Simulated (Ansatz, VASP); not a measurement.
# Two plane-wave programs on BaZrO3

```
CELL_PARAMETERS angstrom
4.19134 0.00000 0.00000
0.00000 4.19134 0.00000
0.00000 0.00000 4.19134
ATOMIC_POSITIONS crystal
Ba 0.00000 0.00000 0.00000
Zr 0.50000 0.50000 0.50000
O 0.50000 0.50000 0.00000
O 0.50000 0.00000 0.50000
O 0.00000 0.50000 0.50000
```

Alike in both runs: task relaxation of cell and atoms; functional PBE; dispersion D3(BJ); k mesh 6 × 6 × 6; occupations fermi-dirac, width 0.05 eV; no spin polarisation.

|  | VASP | Ansatz |
| --- | --- | --- |
| version | VASP 6.6.1 | Ansatz 0.2.0 |
| potentials or method | VASP PAW PBE potentials, release 64 (Ba_sv, Zr_sv, O) | Ansatz PAW |
| plane-wave cutoff (eV) | 600 | 420 |
| valence electrons in the cell | 40 | 40 |

VASP gave:

| Quantity | Value |
| --- | --- |
| gap on the k mesh at the Fermi level, each at its own relaxed structure (eV) | 3.16 |
| relaxed volume (Å³/atom) | 14.93 |
| relaxed length of the cell vector where the two differ most in proportion (Å) | 4.211 |

Q: Which values does Ansatz return?

A: gap on the k mesh at the Fermi level, each at its own relaxed structure (eV): 3.22; relaxed volume (Å³/atom): 14.85; relaxed length of the cell vector where the two differ most in proportion (Å): 4.203.

Spin-orbit coupling is off throughout. Noted on Ansatz's run: the plane-wave basis is chosen anew once the cell has moved, so the energies of steps on either side of that aren't comparable.
